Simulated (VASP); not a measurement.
# Ge (Fddd) in VASP: further runs

Runs on Ge. Level: PBEsol. Tasks: single point.

All numbers are computed with VASP 6.6.1; they aren't measurements. Logs are shortened: lines on timing, memory, paths and dates and some standing lists are left out, and cuts for length are marked.

**1. The cell of the first run**

The structure is orthorhombic, space group Fddd (No. 70). The conventional cell has a = 5.573 Å, b = 5.658 Å, c = 5.742 Å, α = 90.00°, β = 90.00°, γ = 90.00°. Ge (site symmetry 222) has 4 Ge at 2.45 Å within 3.2 Å.

**2. Single point, PBEsol (strain +0.0150 x Voigt [1, -1, 0, 0, 0, 0])**

Input file INCAR:

```
SYSTEM = Ge
PREC = Accurate
ENCUT = 520
EDIFF = 1E-6
ISMEAR = 0
SIGMA = 0.15
LREAL = .False.
LASPH = .True.
NELM = 60
ALGO = Normal
ISIF = 2
LWAVE = .False.
LCHARG = .True.
GGA = PS
LELF = .True.
LVHAR = .True.
NBANDS = 21
```

Input file KPOINTS:

```
regular mesh
0
Gamma
  14 14 14
  0 0 0
```

Input file POSCAR:

```
Ge
1.0
    0.0000000000      2.7863384500      2.8287700000
    2.8712015500      0.0000000000      2.8287700000
    2.8712015500      2.7863384500      0.0000000000
Ge
2
Direct
    0.5000000000      0.5000000000      0.5000000000
    0.7500000000      0.7500000000      0.7500000000
```

Potentials or basis: VASP PAW PBE potentials, release 64 (Ge_d).

Run with:

```console
cat potpaw_PBE.64/Ge_d/POTCAR > POTCAR
mpirun -np 1 vasp_std > vasp.out
```

OUTCAR:

```text
SYSTEM = Ge
   PREC = Accurate
   ENCUT = 520
   EDIFF = 1E-6
   ISMEAR = 0
   LREAL = .False.
   LASPH = .True.
   NELM = 60
   ISIF = 2
   GGA = PS

 ion  position               nearest neighbor table
   1  0.500  0.500  0.500-   2 2.45   2 2.45   2 2.45   2 2.45
   2  0.750  0.750  0.750-   1 2.45   1 2.45   1 2.45   1 2.45

  LATTYP: Found a face centered orthorhombic cell.
 ALAT       =     5.5726769000
 B/A-ratio  =     1.0152284264
 C/A-ratio  =     1.0304568528

  Lattice vectors:

 A1 = (  -2.8712015500,   0.0000000000,  -2.8287700000)
 A2 = (  -2.8712015500,   2.7863384500,   0.0000000000)
 A3 = (   0.0000000000,   2.7863384500,  -2.8287700000)

Analysis of symmetry for initial positions (statically):
=====================================================================
 Subroutine PRICEL returns:
 Original cell was already a primitive cell.

 Routine SETGRP: Setting up the symmetry group for a
 face centered orthorhombic supercell.

 Subroutine GETGRP returns: Found  8 space group operations
 (whereof  4 operations were pure point group operations)
 out of a pool of  8 trial point group operations.

The static configuration has the point symmetry D_2 .
 The point group associated with its full space group is D_2h.

Analysis of symmetry for dynamics (positions and initial velocities):
=====================================================================
 Subroutine PRICEL returns:
 Original cell was already a primitive cell.

 Routine SETGRP: Setting up the symmetry group for a
 face centered orthorhombic supercell.

 Subroutine GETGRP returns: Found  8 space group operations
 (whereof  4 operations were pure point group operations)
 out of a pool of  8 trial point group operations.

The dynamic configuration has the point symmetry D_2 .
 The point group associated with its full space group is D_2h.

 Subroutine INISYM returns: Found  8 space group operations
 (whereof  4 operations are pure point group operations),
 and found     1 'primitive' translations

----------------------------------------------------------------------------------------

                                     Primitive cell

  volume of cell :      45.2611

  direct lattice vectors                    reciprocal lattice vectors
     0.000000000  2.786338450  2.828770000    -0.174143121  0.179446973  0.176755268
     2.871201550  0.000000000  2.828770000     0.174143121 -0.179446973  0.176755268
     2.871201550  2.786338450  0.000000000     0.174143121  0.179446973 -0.176755268

  length of vectors
     3.970594624  4.030600210  4.000934928     0.306218007  0.306218007  0.306218007

  position of ions in fractional coordinates (direct lattice)
     0.500000000  0.500000000  0.500000000
     0.750000000  0.750000000  0.750000000

  ion indices of the primitive-cell ions
   primitive index   ion index
                 1           1
                 2           2

----------------------------------------------------------------------------------------

 KPOINTS: regular mesh

Automatic generation of k-mesh.
 Grid dimensions read from file:
 generate k-points for:   14   14   14

 Generating k-lattice:

  Cartesian coordinates                     Fractional coordinates (reciprocal lattice)
    -0.012438794  0.012817641  0.012625376     0.071428571  0.000000000  0.000000000
     0.012438794 -0.012817641  0.012625376     0.000000000  0.071428571 -0.000000000
     0.012438794  0.012817641 -0.012625376     0.000000000 -0.000000000  0.071428571

  Length of vectors
     0.021872715  0.021872715  0.021872715

  Shift w.r.t. Gamma in fractional coordinates (k-lattice)
     0.000000000  0.000000000  0.000000000

 Subroutine IBZKPT returns following result:
 ===========================================

 Found    428 irreducible k-points:

 Following reciprocal coordinates:
            Coordinates               Weight
  0.000000  0.000000  0.000000      1.000000
  0.071429 -0.000000  0.000000      8.000000
  0.142857  0.000000 -0.000000      8.000000
  0.214286 -0.000000 -0.000000      8.000000
  0.285714 -0.000000 -0.000000      8.000000
  0.357143  0.000000 -0.000000      8.000000
[... 16 lines left out ...]
  0.214286  0.142857 -0.000000      8.000000
  0.285714  0.142857  0.000000      8.000000
 [... further k-points ...]
   k-points           NKPTS =    428   k-points in BZ     NKDIM =    428   number of bands    NBANDS=     21
   number of dos      NEDOS =    301   number of ions     NIONS =      2
   total plane-waves  NPLWV =  27000
   dimension x,y,z NGX =    30 NGY =   30 NGZ =   30
   dimension x,y,z NGXF=    60 NGYF=   60 NGZF=   60
   ions per type =               2
   NGX,Y,Z   is equivalent  to a cutoff of  12.56, 12.37, 12.47 a.u.
   NGXF,Y,Z  is equivalent  to a cutoff of  25.12, 24.75, 24.93 a.u.
 SYSTEM =  Ge
   PREC   = accura    normal or accurate (medium, high low for compatibility)
   ISTART =      0    job   : 0-new  1-cont  2-samecut
   ICHARG =      2    charge: 1-file 2-atom 10-const
   ISPIN  =      1    spin polarized calculation?
   LNONCOLLINEAR =      F non collinear calculations
   LSORBIT =      F    spin-orbit coupling
   LASPH  =      T    aspherical Exc in radial PAW
   ENCUT  =  520.0 eV  38.22 Ry    6.18 a.u.   7.38  7.49  7.44*2*pi/ulx,y,z
   NELM   =     60;   NELMIN=  2; NELMDL= -5     # of ELM steps
   EDIFF  = 0.1E-05   stopping-criterion for ELM
   LREAL  =      F    real-space projection
   EDIFFG = 0.1E-04   stopping-criterion for IOM
   NSW    =      0    number of steps for IOM
   IBRION =     -1    ionic relax: 0-MD 1-quasi-New 2-CG
   NFREE  =      0    steps in history (QN), initial steepest desc. (CG)
   ISIF   =      2    stress and relaxation
   ISYM   =      2    0-nonsym 1-usesym 2-fastsym
   POTIM  = 0.5000    time-step for ionic-motion
   TEBEG  =    0.0;   TEEND  =   0.0 temperature during run
   PSTRESS=    0.0 pullay stress
   NELECT =      28.0000    total number of electrons
   NUPDOWN=      -1.0000    fix difference up-down
   EMIN   =  10.00;   EMAX   =-10.00  energy-range for DOS
   EFERMI =   0.00;   METHOD = LEGACY
   ISMEAR =     0;   SIGMA  =   0.15  broadening in eV -4-tet -1-fermi 0-gaus
   EFERMI_NEDOS =   21; number of points for ismear=-14 and -15
   IALGO  =     38    algorithm
   IMIX   =      4    mixing-type and parameters
     AMIX     =   0.40;   BMIX     =  1.00
     AMIX_MAG =   1.60;   BMIX_MAG =  1.00
  volume/ion in A,a.u.               =      22.63       152.72
  Fermi-wavevector in a.u.,A,eV,Ry     =   1.394930  2.636036 26.474624  1.945830
  Thomas-Fermi vector in A             =   2.518431
   LORBIT       =      0    0 simple, 1 ext, 2 COOP (PROOUT), +10 PAW based schemes
   GGA     = PS    functional components
   LHFCALC =     F    Hartree Fock is set to
   AEXX    =    0.0000 exact exchange contribution
   IVDW    =     0    specifies the selected vdW correction
   LEPSILON=     F    determine dielectric tensor
   LRPA    =     F    only Hartree local field effects (RPA)
 non-spin polarized calculation
 Gauss-broadening in eV      SIGMA  =   0.15
  energy-cutoff  :      520.00
  volume of cell :       45.26
 maximum number of plane-waves:      1247
 NGX is ok and might be reduce to    30
   NGX = 15   NGY = 15   NGZ = 15

 number of electron      28.0000025 magnetization

 Free energy of the ion-electron system (eV)
  ---------------------------------------------------
  ext. energy  EPLUGINS =         0.00000000
  ---------------------------------------------------
  free energy    TOTEN  =        -9.86940126 eV

  energy without entropy =       -9.86874094  energy(sigma->0) =       -9.86907110

 E-fermi :   4.9170     XC(G=0): -10.1316

 val. band max:        4.8681458394   @ k =   0.0000   0.0000   0.0000
 cond. band min:       4.9761408421   @ k =   0.5000   0.0000   0.0000
 fundamental gap:      0.1079950027
 Fermi energy:         4.9169876571

 k-point     1 :       0.0000    0.0000    0.0000
  band No.  band energies     occupation
      1     -19.9012      2.00000
      2     -19.8974      2.00000
      3     -19.8939      2.00000
      4     -19.8621      2.00000
      5     -19.8596      2.00000
      6     -19.6552      2.00000
[... 13 lines left out ...]
     20      14.0745      0.00000
     21      14.5966      0.00000

 k-point     2 :       0.0714   -0.0000    0.0000
  band No.  band energies     occupation
      1     -19.9035      2.00000
      2     -19.8995      2.00000
      3     -19.8953      2.00000
      4     -19.8574      2.00000
      5     -19.8554      2.00000
      6     -19.6583      2.00000
[... 13 lines left out ...]
     20      13.6200      0.00000
     21      14.0511      0.00000

 k-point     3 :       0.1429    0.0000   -0.0000
  band No.  band energies     occupation
      1     -19.9096      2.00000
      2     -19.9052      2.00000
      3     -19.8942      2.00000
      4     -19.8475      2.00000
      5     -19.8460      2.00000
      6     -19.6655      2.00000
[... 13 lines left out ...]
     20      13.1172      0.00000
     21      13.4441      0.00000

 k-point     4 :       0.2143   -0.0000   -0.0000
  band No.  band energies     occupation
      1     -19.9158      2.00000
      2     -19.9108      2.00000
      3     -19.8909      2.00000
      4     -19.8370      2.00000
      5     -19.8360      2.00000
      6     -19.6735      2.00000
[... 13 lines left out ...]
     20      13.0100      0.00000
     21      13.2054      0.00000

 k-point     5 :       0.2857   -0.0000   -0.0000
  band No.  band energies     occupation
      1     -19.9206      2.00000
      2     -19.9148      2.00000
      3     -19.8871      2.00000
      4     -19.8284      2.00000
      5     -19.8277      2.00000
      6     -19.6802      2.00000
[... 13 lines left out ...]
     20      13.3396      0.00000
     21      13.3975      0.00000
[... 382 lines left out ...]
     20      13.0108      0.00000
     21      13.7880      0.00000

 k-point    22 :       0.1429    0.1429    0.0000
  band No.  band energies     occupation
      1     -19.9083      2.00000
      2     -19.9059      2.00000
      3     -19.9013      2.00000
      4     -19.8493      2.00000
      5     -19.8311      2.00000
      6     -19.6909      2.00000
[... 13 lines left out ...]
     20      12.6549      0.00000
     21      14.6334      0.00000

 k-point    23 :       0.2143    0.1429   -0.0000
  band No.  band energies     occupation
      1     -19.9155      2.00000
      2     -19.9081      2.00000
      3     -19.8997      2.00000
      4     -19.8416      2.00000
      5     -19.8190      2.00000
      6     -19.7041      2.00000
[... 13 lines left out ...]
     20      13.4339      0.00000
     21      14.5481      0.00000

 k-point    24 :       0.2857    0.1429    0.0000
  band No.  band energies     occupation
      1     -19.9234      2.00000
      2     -19.9131      2.00000
      3     -19.8919      2.00000
      4     -19.8322      2.00000
      5     -19.8083      2.00000
      6     -19.7141      2.00000
[... 13 lines left out ...]
     20      14.0346      0.00000
     21      14.6394      0.00000

 [... further k-points ...]

------------------------ aborting loop because EDIFF is reached ----------------------------------------

  FORCE on cell =-STRESS in cart. coord.  units (eV):
  Direction    XX          YY          ZZ          XY          YZ          ZX
  --------------------------------------------------------------------------------------
  -------------------------------------------------------------------------------------
  Total       -0.2348158      0.3669000      0.0870025      0.0000000      0.0000000      0.0000000
  in kB       -8.3121379     12.9877266      3.0797609      0.0000000      0.0000000      0.0000000
  external PRESSURE =       2.5851165 kB  Pullay stress =       0.0000000 kB

 VOLUME and BASIS-vectors are now :
 -----------------------------------------------------------------------------
  energy-cutoff  :      520.00
  volume of cell :       45.26
      direct lattice vectors                 reciprocal lattice vectors
     0.000000000  2.786338450  2.828770000    -0.174143121  0.179446973  0.176755268
     2.871201550  0.000000000  2.828770000     0.174143121 -0.179446973  0.176755268
     2.871201550  2.786338450  0.000000000     0.174143121  0.179446973 -0.176755268

 POSITION                                       TOTAL-FORCE (eV/Angst)
 -----------------------------------------------------------------------------------
      2.87120      2.78634      2.82877        -0.000000      0.000000      0.000000
      4.30680      4.17951      4.24315         0.000000     -0.000000      0.000000
 -----------------------------------------------------------------------------------
    total drift:                                0.000000     -0.000000     -0.000000

  FREE ENERGIE OF THE ION-ELECTRON SYSTEM (eV)
  ---------------------------------------------------
  free  energy   TOTEN  =        -9.8694012603 eV

  energy  without entropy=       -9.8687409367  energy(sigma->0) =       -9.86907110
```

Run time: 6 min. Hardware: 1 thread of Oxide Virtual Turin-like, shared host; peak memory 0.38 GiB.

What came out:

* Free energy: -9.8694 eV
* Pressure: 0.3 GPa
* Band gap on the k mesh: 0.11 eV

Caveat: the cell differs from its parent crystal (strain +0.0150 x Voigt [1, -1, 0, 0, 0, 0]); semilocal functionals underestimate gaps, and a narrow one can read as zero; the PAW data sets were made with another functional, which shifts forces and pressure a little.

**3. Single point, PBEsol (strain +0.0175 x Voigt [1, -1, 0, 0, 0, 0])**

Input file INCAR:

```
PREC = Accurate
ENCUT = 520
EDIFF = 1E-6
ISMEAR = 0
SIGMA = 0.15
LREAL = False
LASPH = True
NELM = 60
ALGO = Normal
ISIF = 2
LWAVE = False
LCHARG = True
GGA = PS
LELF = True
LVHAR = True
NBANDS = 21
```

Input file KPOINTS:

```
regular mesh
0
Gamma
  14 14 14
```

Input file POSCAR:

```
Ge
1.0
    0.0000000000      2.7792665250      2.8287700000
    2.8782734750      0.0000000000      2.8287700000
    2.8782734750      2.7792665250      0.0000000000
Ge
2
Direct
    0.5000000000      0.5000000000      0.5000000000
    0.7500000000      0.7500000000      0.7500000000
```

Potentials or basis: VASP PAW PBE potentials, release 64 (Ge_d).

Run with:

```console
cat potpaw_PBE.64/Ge_d/POTCAR > POTCAR
mpirun -np 1 vasp_std > vasp.out
```

Run time: 6 min. Hardware: 1 thread of Oxide Virtual Turin-like, shared host; peak memory 0.38 GiB.

It converged, with:

```yaml
Free_energy: -9.8678 eV
Pressure: 0.3 GPa
Band_gap_on_the_k_mesh: 0.10 eV (least direct gap 0.13 eV)
```

Stress tensor (GPa, compression positive):
```
-1.00  0.00  0.00
 0.00  1.48  0.00
 0.00  0.00  0.34
```

Levels at points of the mesh, in eV from the valence-band top:
```
           k point  band 10  band 11  band 12  band 13  band 14  band 15  band 16  band 17  band 18  band 19
(0.00, 0.00, 0.00)   -24.50   -12.80    -0.14    -0.02     0.00     0.13     2.45     2.53     2.62     6.22
(0.50, 0.00, 0.00)   -24.47   -10.70    -7.63    -1.55    -1.28     0.10     3.62     3.81     6.97    10.36
(0.50, 0.50, 0.00)   -24.46    -8.91    -8.91    -3.09    -3.09     0.66     0.66     9.42     9.42    11.41
(0.50, 0.00, 0.50)   -24.47    -8.82    -8.82    -3.21    -3.21     0.52     0.52     9.48     9.48    11.54
(0.00, 0.50, 0.50)   -24.46    -8.99    -8.99    -2.97    -2.97     0.80     0.80     9.45     9.45    11.41
```

Caveat: the cell differs from its parent crystal (strain +0.0175 x Voigt [1, -1, 0, 0, 0, 0]); semilocal functionals underestimate gaps, and a narrow one can read as zero; the PAW data sets were made with another functional, which shifts forces and pressure a little.
